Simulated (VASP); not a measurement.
# C2SeN2 (P1) in VASP: a series of runs

C2SeN2 is run at these levels: PBE+D3(BJ); tasks: single point.

All numbers are computed with VASP 6.6.1; they aren't measurements. Logs are shortened: lines on timing, memory, paths and dates and some standing lists are left out, and cuts for length are marked.

### 1 The cell of the first run

The typed cell holds 20 atoms: a = 5.812 Å, b = 5.812 Å, c = 13.311 Å, α = 90.00°, β = 90.00°, γ = 78.52°.

### 2 Single point, PBE+D3(BJ)

Input file INCAR:

```
SYSTEM = C2SeN2
PREC = Accurate
ENCUT = 520
EDIFF = 1E-7
ISMEAR = -1
SIGMA = 0.1034
LREAL = Auto
LASPH = .TRUE.
NELM = 80
ALGO = Normal
ISIF = 2
LWAVE = .FALSE.
LCHARG = .FALSE.
GGA = PE
IVDW = 12
NBANDS = 64
```

Input file KPOINTS:

```
Automatic mesh
0
Gamma
  2 2 1
  0.5 0.5 0
```

Input file POSCAR:

```
C2SeN2
1.0
    4.5000719728     -3.6780265765      0.0000000000
    4.5000719728      3.6780265765      0.0000000000
    0.0000000000      0.0000000000     13.3108577061
C Se N
8 4 8
Direct
    1.0690597256      0.4524266065      0.6192151687
    0.2786668670      0.9974593893      0.4212844224
    0.7784967811      0.5836972098      0.0910323757
    0.3677701685      0.8573155708      0.8707092552
   -0.0129526853      0.7474056052      0.3823215688
    0.8564387414      0.0832771177      0.6460184002
    0.0436684610      0.5377513509      0.9338853494
    0.4548864463      0.2871992404      0.1192437058
    0.7652435560      0.3887057656      0.6454919878
    0.3044226364      0.6921669798      0.4006032607
    0.7737131488      0.2334185210      0.1099627862
    0.1721607834      0.7729696558      0.9783354527
    0.2873744442      0.4188740378      0.6203561921
    0.2145098004      0.2112580566      0.4155550395
    0.7773257865      0.7813219512      0.0834630664
    0.5406273418      0.9018544761      0.8268216251
    0.7939437809      0.7800183785      0.3915259343
    0.8794201266      0.8897009115      0.6268171582
   -0.0728296061      0.4222062404      0.8931903760
    0.2567578259      0.2674404567      0.1110967477
```

Potentials or basis: VASP PAW PBE potentials, release 64 (C, Se, N).

Launch:

```console
cat potpaw_PBE.64/C/POTCAR potpaw_PBE.64/Se/POTCAR potpaw_PBE.64/N/POTCAR > POTCAR
mpirun -np 1 vasp_std > vasp.out
```

OUTCAR:

```text
SYSTEM = C2SeN2
   PREC = Accurate
   ENCUT = 520
   EDIFF = 1E-7
   ISMEAR = -1
   LREAL = Auto
   LASPH = .TRUE.
   NELM = 80
   ISIF = 2
   GGA = PE
   IVDW = 12
 IVDW          = 12

 ion  position               nearest neighbor table
   1  0.069  0.452  0.619-  13 1.24   9 1.91
   2  0.279  0.997  0.421-  14 1.23  10 1.77
   3  0.778  0.584  0.091-  15 1.15  11 2.06
   4  0.368  0.857  0.871-  16 1.23  12 1.95
   5  0.987  0.747  0.382-  17 1.11  10 1.82
   6  0.856  0.083  0.646-  18 1.14   9 1.75
   7  0.044  0.538  0.934-  19 1.18  12 1.78
   8  0.455  0.287  0.119-  20 1.18  11 1.82
   9  0.765  0.389  0.645-   6 1.75   1 1.91
  10  0.304  0.692  0.401-   2 1.77   5 1.82
  11  0.774  0.233  0.110-   8 1.82   3 2.06
  12  0.172  0.773  0.978-   7 1.78   4 1.95
  13  0.287  0.419  0.620-   1 1.24
  14  0.215  0.211  0.416-   2 1.23
  15  0.777  0.781  0.083-   3 1.15
  16  0.541  0.902  0.827-   4 1.23
  17  0.794  0.780  0.392-   5 1.11
  18  0.879  0.890  0.627-   6 1.14
  19  0.927  0.422  0.893-   7 1.18
  20  0.257  0.267  0.111-   8 1.18

  LATTYP: Found a base centered orthorhombic cell.
 ALAT       =     7.3560531530
 B/A-ratio  =     1.2235017554
 C/A-ratio  =     1.8095108109

  Lattice vectors:

 A1 = (  -4.5000719728,  -3.6780265765,   0.0000000000)
 A2 = (   4.5000719728,  -3.6780265765,   0.0000000000)
 A3 = (   0.0000000000,   0.0000000000,  13.3108577061)

Analysis of symmetry for initial positions (statically):
=====================================================================
 Subroutine PRICEL returns:
 Original cell was already a primitive cell.

 Routine SETGRP: Setting up the symmetry group for a
 base centered orthorhombic supercell.

 Subroutine GETGRP returns: Found  1 space group operations
 (whereof  1 operations were pure point group operations)
 out of a pool of  8 trial point group operations.

The static configuration has the point symmetry C_1 .

Analysis of symmetry for dynamics (positions and initial velocities):
=====================================================================
 Subroutine PRICEL returns:
 Original cell was already a primitive cell.

 Routine SETGRP: Setting up the symmetry group for a
 base centered orthorhombic supercell.

 Subroutine GETGRP returns: Found  1 space group operations
 (whereof  1 operations were pure point group operations)
 out of a pool of  8 trial point group operations.

The dynamic configuration has the point symmetry C_1 .

 Subroutine INISYM returns: Found  1 space group operations
 (whereof  1 operations are pure point group operations),
 and found     1 'primitive' translations

----------------------------------------------------------------------------------------

                                     Primitive cell

  volume of cell :     440.6262

  direct lattice vectors                    reciprocal lattice vectors
     4.500071973 -3.678026577  0.000000000     0.111109334 -0.135942465  0.000000000
     4.500071973  3.678026577  0.000000000     0.111109334  0.135942465  0.000000000
     0.000000000  0.000000000 13.310857706     0.000000000  0.000000000  0.075126639

  length of vectors
     5.811929736  5.811929736 13.310857706     0.175572315  0.175572315  0.075126639

  position of ions in fractional coordinates (direct lattice)
     0.069059726  0.452426606  0.619215169
     0.278666867  0.997459389  0.421284422
     0.778496781  0.583697210  0.091032376
     0.367770169  0.857315571  0.870709255
     0.987047315  0.747405605  0.382321569
     0.856438741  0.083277118  0.646018400
[... 12 lines left out ...]
     0.927170394  0.422206240  0.893190376
     0.256757826  0.267440457  0.111096748

  ion indices of the primitive-cell ions
   primitive index   ion index
                 1           1
                 2           2
                 3           3
                 4           4
                 5           5
                 6           6
[... 12 lines left out ...]
                19          19
                20          20

----------------------------------------------------------------------------------------

 KPOINTS: Automatic mesh

Automatic generation of k-mesh.
 Grid dimensions read from file:
 generate k-points for:    2    2    1

 Generating k-lattice:

  Cartesian coordinates                     Fractional coordinates (reciprocal lattice)
     0.055554667 -0.067971233  0.000000000     0.500000000  0.000000000  0.000000000
     0.055554667  0.067971233  0.000000000     0.000000000  0.500000000  0.000000000
     0.000000000  0.000000000  0.075126639     0.000000000  0.000000000  1.000000000

  Length of vectors
     0.087786158  0.087786158  0.075126639

  Shift w.r.t. Gamma in fractional coordinates (k-lattice)
     0.500000000  0.500000000  0.000000000

 Subroutine IBZKPT returns following result:
 ===========================================

 Found      2 irreducible k-points:

 Following reciprocal coordinates:
[... 17 lines left out ...]
   LSORBIT =      F    spin-orbit coupling
   LASPH  =      T    aspherical Exc in radial PAW
   ENCUT  =  520.0 eV  38.22 Ry    6.18 a.u.  10.81 10.81 24.75*2*pi/ulx,y,z
   NELM   =     80;   NELMIN=  2; NELMDL= -5     # of ELM steps
   EDIFF  = 0.1E-06   stopping-criterion for ELM
   LREAL  =      T    real-space projection
   EDIFFG = 0.1E-05   stopping-criterion for IOM
   NSW    =      0    number of steps for IOM
   IBRION =     -1    ionic relax: 0-MD 1-quasi-New 2-CG
   NFREE  =      0    steps in history (QN), initial steepest desc. (CG)
   ISIF   =      2    stress and relaxation
   ISYM   =      2    0-nonsym 1-usesym 2-fastsym
   POTIM  = 0.5000    time-step for ionic-motion
   TEBEG  =    0.0;   TEEND  =   0.0 temperature during run
   PSTRESS=    0.0 pullay stress
   NELECT =      96.0000    total number of electrons
   NUPDOWN=      -1.0000    fix difference up-down
   EMIN   =  10.00;   EMAX   =-10.00  energy-range for DOS
   EFERMI =   0.00;   METHOD = LEGACY
   ISMEAR =    -1;   SIGMA  =   0.10  broadening in eV -4-tet -1-fermi 0-gaus
   EFERMI_NEDOS =   21; number of points for ismear=-14 and -15
   IALGO  =     38    algorithm
   IMIX   =      4    mixing-type and parameters
     AMIX     =   0.40;   BMIX     =  1.00
     AMIX_MAG =   1.60;   BMIX_MAG =  1.00
  volume/ion in A,a.u.               =      22.03       148.67
  Fermi-wavevector in a.u.,A,eV,Ry     =   0.985088  1.861547 13.203077  0.970399
  Thomas-Fermi vector in A             =   2.116369
   LORBIT       =      0    0 simple, 1 ext, 2 COOP (PROOUT), +10 PAW based schemes
   GGA     = PE    functional components
   LHFCALC =     F    Hartree Fock is set to
   AEXX    =    0.0000 exact exchange contribution
   IVDW    =    12    specifies the selected vdW correction
   LEPSILON=     F    determine dielectric tensor
   LRPA    =     F    only Hartree local field effects (RPA)
 non-spin polarized calculation
  energy-cutoff  :      520.00
  volume of cell :      440.63
 maximum number of plane-waves:     11869
 NGX is ok and might be reduce to    48
   NGX = 21   NGY = 21   NGZ = 49

 number of electron      96.0000001 magnetization

 Free energy of the ion-electron system (eV)
  ---------------------------------------------------
  ext. energy  EPLUGINS =         0.00000000
  ---------------------------------------------------
  free energy    TOTEN  =      -137.34331430 eV

  energy without entropy =     -137.34302270  energy(sigma->0) =     -137.34316850

 E-fermi :  -0.4191     XC(G=0):  -7.0574

 val. band max:       -1.4105689870   @ k =   0.2500   0.2500   0.0000
 cond. band min:       0.5563878987   @ k =   0.2500   0.2500   0.0000
 fundamental gap:      1.9669568856
 Fermi energy:        -0.4190712006

 k-point     1 :       0.2500    0.2500    0.0000
  band No.  band energies     occupation
      1     -19.7715      2.00000
      2     -19.2185      2.00000
      3     -19.1525      2.00000
      4     -18.6724      2.00000
      5     -18.5731      2.00000
      6     -17.9331      2.00000
[... 52 lines left out ...]
     59       3.1134      0.00000
     60       3.2696      0.00000

 k-point     2 :      -0.2500    0.2500    0.0000
  band No.  band energies     occupation
      1     -19.7653      2.00000
      2     -19.2285      2.00000
      3     -19.1516      2.00000
      4     -18.6699      2.00000
      5     -18.5706      2.00000
      6     -17.9350      2.00000
[... 52 lines left out ...]
     59       3.0958      0.00000
     60       3.2881      0.00000
 [bands above 60 left out]

------------------------ aborting loop because EDIFF is reached ----------------------------------------

 Edisp (eV)   -2.13300

 E8    (eV) :    -0.6692

  FORCE on cell =-STRESS in cart. coord.  units (eV):
  Direction    XX          YY          ZZ          XY          YZ          ZX
  --------------------------------------------------------------------------------------
  -------------------------------------------------------------------------------------
  Total      -0.19043     5.52726    -0.58254     4.22747     2.94764     5.04519
  in kB      -0.69242    20.09789    -2.11819    15.37167    10.71803    18.34499
  external pressure =        5.76 kB  Pullay stress =        0.00 kB

 VOLUME and BASIS-vectors are now :
 -----------------------------------------------------------------------------
  energy-cutoff  :      520.00
  volume of cell :      440.63
      direct lattice vectors                 reciprocal lattice vectors
     4.500071973 -3.678026577  0.000000000     0.111109334 -0.135942465  0.000000000
     4.500071973  3.678026577  0.000000000     0.111109334  0.135942465  0.000000000
     0.000000000  0.000000000 13.310857706     0.000000000  0.000000000  0.075126639

 POSITION                                       TOTAL-FORCE (eV/Angst)
 -----------------------------------------------------------------------------------
      2.34673      1.41003      8.24229         3.360627     -5.446501      0.993551
      5.74266      2.64374      5.60766         4.286904      6.023703     -0.775109
      6.12997     -0.71648      1.21172        -3.460012     -2.125330      1.161309
      5.51297      1.80056     11.58989         3.188604     -2.522107     -1.657379
      7.80516     -0.88141      5.08903         4.655271     -5.766251     -0.240750
      4.22879     -2.84371      8.59906         1.475094      0.969622      0.160322
[... 12 lines left out ...]
      6.07229     -1.85727     11.88913         0.161728     -0.538983      0.291315
      2.35893      0.03929      1.47879         1.118744     -0.597457      0.475843
 -----------------------------------------------------------------------------------
    total drift:                               -0.004967     -0.005156      0.003530

  FREE ENERGIE OF THE ION-ELECTRON SYSTEM (eV)
  ---------------------------------------------------
  free  energy   TOTEN  =      -139.4763095749 eV

  energy  without entropy=     -139.4760179816  energy(sigma->0) =     -139.47616378
```

It took 1.8 min on 1 thread of AMD EPYC 9R45 (Zen 5), shared host; peak memory 0.46 GiB.

Results:

| Item | Value |
| --- | --- |
| Free energy | -139.4763 eV |
| Pressure | 0.6 GPa |
| Largest force | 8.670 eV/Å |
| Band gap on the k mesh | 1.97 eV |
| Dispersion energy per atom | -0.107 eV |

Forces in eV/Å, atoms in the order of the input:
```
C    3.361 -5.447  0.994
C    4.287  6.024 -0.775
C   -3.460 -2.125  1.161
C    3.189 -2.522 -1.657
C    4.655 -5.766 -0.241
C    1.475  0.970  0.160
C   -1.102 -0.152 -2.280
C   -1.862  0.940 -0.544
Se   2.493  2.632 -0.283
Se  -0.706 -2.362 -0.241
Se   2.201  0.593 -0.277
Se   2.752  0.330 -0.056
N   -4.193  4.920 -0.062
N   -2.450 -4.359  0.424
N    1.366  1.665  0.513
N   -4.384  2.448  2.494
N   -5.810  6.421  0.426
N   -3.093 -3.074 -0.523
N    0.162 -0.539  0.291
N    1.119 -0.597  0.476
```

Caveat: the k points lie up to 0.55 Å⁻¹ apart; the atoms stand as in a frame of molecular dynamics; a shifted mesh leaves out Γ, where band edges can lie; forces of over 1 eV/Å act on the atoms, so gaps and moduli don't describe the material at rest.

### 3 Single point, PBE+D3(BJ)

Input file INCAR:

```
PREC = Accurate ; ENCUT = 520
EDIFF = 1E-6 ; ISMEAR = -1
SIGMA = 0.1034 ; LREAL = Auto
LASPH = T ; NELM = 100
ALGO = Normal ; ISIF = 2
LWAVE = F ; LCHARG = T
GGA = PE ; IVDW = 12
LELF = T ; LVHAR = T
NBANDS = 64
```

KPOINTS is that of step 2.

Input file POSCAR:

```
C2SeN2
1.0
    4.5000719728     -3.6780265765      0.0000000000
    4.5000719728      3.6780265765      0.0000000000
    0.0000000000      0.0000000000     13.3108577061
C Se N
8 4 8
Direct
    1.1636862400      0.3162383124      0.6225000810
    0.2516427504      0.9980930391      0.3702022896
    0.7580093467      0.5637935124      0.1589418989
    0.4234549885      0.8871582719      0.9104553041
   -0.1095858789      0.6895837135      0.4044087255
    0.8455459740      0.0185606500      0.6251902908
    0.1196448312      0.5808532984      0.8842837374
    0.4924085312      0.2043238809      0.1110263540
    0.8246154730      0.3535867940      0.6378625020
    0.2206574230      0.6844912112      0.4209436479
    0.8064038981      0.2321337138      0.1458656567
    0.1998995550      0.7628517134      0.9777478122
    0.3514220915      0.2789949368      0.5955059527
    0.2959010920      0.1746700484      0.3934313713
    0.7819570816      0.7574349641      0.1530822465
    0.5433592711      1.0247880925      0.8939798068
    0.6807803440      0.7421697863      0.3883527353
    0.9195102071      0.8247876724      0.6342914323
    0.0141632974      0.4783910469      0.8346309641
    0.2933557210      0.2623456134      0.1111457303
```

Potentials or basis: VASP PAW PBE potentials, release 64 (C, Se, N).

Launch:

```console
cat potpaw_PBE.64/C/POTCAR potpaw_PBE.64/Se/POTCAR potpaw_PBE.64/N/POTCAR > POTCAR
mpirun -np 1 vasp_std > vasp.out
```

It took 1.8 min on 1 thread of AMD EPYC 9R45 (Zen 5), shared host; peak memory 0.47 GiB.

Results (log left out):

```yaml
Free_energy: -140.0898 eV
Pressure: 1.4 GPa
Largest_force: 6.702 eV/Å
Band_gap_on_the_k_mesh: 2.48 eV (least direct gap 2.49 eV)
Dispersion_energy_per_atom: -0.106 eV
```

Forces in eV/Å, atoms in the order of the input:
```
C   -4.573  4.657  1.522
C   -3.881 -1.266  0.967
C   -1.041 -0.868 -0.749
C    1.382  0.427 -0.126
C   -0.780  3.160 -0.823
C    4.025  4.730  0.036
C    0.792 -0.065  0.155
C    3.621 -2.667  1.170
Se  -0.108 -1.169 -0.807
Se   0.224  0.424 -1.274
Se  -0.589  0.083 -0.129
Se   1.452  0.355  1.792
N    3.545 -3.850 -1.044
N    2.459  1.441 -0.237
N    0.574  0.530  0.006
N   -0.991 -0.425 -0.084
N    1.996 -3.828  0.966
N   -3.165 -4.271  0.364
N   -2.318 -0.342 -1.445
N   -2.624  2.944 -0.259
```

Stress tensor (GPa, compression positive):
```
0.50 0.96 1.08
0.96 2.22 0.98
1.08 0.98 1.55
```

Levels at points of the mesh, in eV from the valence-band top:
```tsv
k point	band 45	band 46	band 47	band 48	band 49	band 50	band 51	band 52
(0.25, 0.25, 0.00)	-0.99	-0.62	-0.18	-0.01	2.48	2.59	3.02	3.29
```

Caveat: the k points lie up to 0.55 Å⁻¹ apart; the atoms stand as in a frame of molecular dynamics; a shifted mesh leaves out Γ, where band edges can lie; forces of over 1 eV/Å act on the atoms, so gaps and moduli don't describe the material at rest. A k mesh can miss the band edges.

### 4 Single point, PBE+D3(BJ)

Input file INCAR:

```
SYSTEM = C2SeN2
ALGO     = Normal         ! electronic algorithm
EDIFF    = 1E-6           ! SCF threshold, eV
ENCUT    = 520            ! plane-wave cutoff, eV
GGA      = PE             ! functional
ISIF     = 2              ! what is computed and relaxed
ISMEAR   = -1             ! smearing method
IVDW     = 12             ! dispersion correction
LASPH    = .TRUE.         ! aspherical terms in the spheres
LCHARG   = .FALSE.        ! write CHGCAR
LREAL    = Auto         
LWAVE    = .FALSE.        ! write WAVECAR
NBANDS   = 64             ! bands
NELM     = 100            ! most SCF steps
PREC     = Accurate       ! precision mode
SIGMA    = 0.1034         ! smearing width, eV
```

KPOINTS is that of step 3.

Input file POSCAR:

```
C2SeN2
1.0
    4.5000719728     -3.6780265765      0.0000000000
    4.5000719728      3.6780265765      0.0000000000
    0.0000000000      0.0000000000     13.3108577061
C Se N
8 4 8
Direct
    1.0865715768      0.3339785919      0.5720201634
    0.2159604579      0.9776371184      0.3510804565
    0.7507347221      0.5186020873      0.1395118963
    0.4695089148      0.8379303963      0.8674492850
   -0.0406782038      0.7444447256      0.4056942174
    0.8179428731     -0.0244140092      0.6109572486
    0.1526560330      0.4981268918      0.8807644300
    0.5222562005      0.1918657112      0.0928152060
    0.7807444950      0.2937569861      0.6112023116
    0.3046443064      0.7337159750      0.4149604122
    0.7729087175      0.1965613324      0.1668247869
    0.2080803117      0.7799358860      0.9550767712
    0.2540092200      0.3303656558      0.5273409990
    0.1478151063      0.1509290044      0.3020150233
    0.7660303939      0.6886541177      0.0973941746
    0.6674391312      0.8282851685      0.8508076827
    0.7685449452      0.7433953173      0.3770742736
    0.8080205331      0.7730077355      0.6181223015
    0.1722931368      0.3353351887      0.8217814540
    0.3503959354      0.1218369562      0.0651815998
```

Launch:

```console
cat potpaw_PBE.64/C/POTCAR potpaw_PBE.64/Se/POTCAR potpaw_PBE.64/N/POTCAR > POTCAR
mpirun -np 1 vasp_std > vasp.out
```

Run time: 1.7 min. Hardware: 1 thread of AMD EPYC 9R45 (Zen 5), shared host; peak memory 0.46 GiB.

The run converged. Its results:

- Free energy: -139.9043 eV
- Pressure: -0.3 GPa
- Largest force: 10.169 eV/Å
- Band gap on the k mesh: 2.27 eV
- Dispersion energy per atom: -0.107 eV

Forces in eV/Å, atoms in the order of the input:
```
C   -4.142  2.056  1.987
C    4.894  6.996 -5.525
C   -1.256 -1.661  0.311
C   -2.407  0.651  1.992
C   -0.018 -1.086 -0.247
C   -2.144 -2.193  0.247
C   -0.412 -1.954 -2.444
C   -5.278  2.120 -1.770
Se   1.352  0.925  0.265
Se  -4.232 -4.172  3.486
Se   1.714 -0.722  1.094
Se  -0.180 -0.795 -1.712
N    2.961 -2.216 -1.691
N   -0.753 -1.805  1.383
N    1.499  1.030 -0.286
N    0.925 -0.320 -0.802
N    0.231  0.078  0.444
N    1.895  1.411 -0.272
N    2.021  2.516  2.876
N    3.331 -0.857  0.663
```

Stress tensor (GPa, compression positive):
```
-2.04  0.36 -2.09
 0.36  0.93 -2.13
-2.09 -2.13  0.12
```

Levels at points of the mesh, in eV from the valence-band top:
```csv
k point,band 46,band 47,band 48,band 49,band 50,band 51
"(0.25, 0.25, 0.00)",-0.83,-0.69,0.00,2.27,2.63,2.78
```

Caveat: the k points lie up to 0.55 Å⁻¹ apart; the atoms stand as in a frame of molecular dynamics; a shifted mesh leaves out Γ, where band edges can lie; forces of over 1 eV/Å act on the atoms, so gaps and moduli don't describe the material at rest.

### 5 Summary

```csv
cell,gap on the mesh (eV),pressure (GPa),largest force (eV/Å)
"as given, atomic positions A",1.97,0.6,8.67
"as given, atomic positions B",2.48,1.4,6.70
"as given, atomic positions C",2.27,-0.3,10.17
```

Alike in all rows: task single point; level PBE+D3(BJ); potentials or basis VASP PAW PBE potentials, release 64 (C, Se, N); no spin polarisation; k mesh 2 × 2 × 1, shifted; cutoff (eV) 520; smearing fermi-dirac 0.1034 eV.

Caveats: all runs use coarse meshes; the atoms stand as in a frame of molecular dynamics; a shifted mesh leaves out Γ, where band edges can lie; forces of over 1 eV/Å act on the atoms, so gaps and moduli don't describe the material at rest.

Total energies depend on the potentials used, so only differences within one code and one set of settings carry meaning.
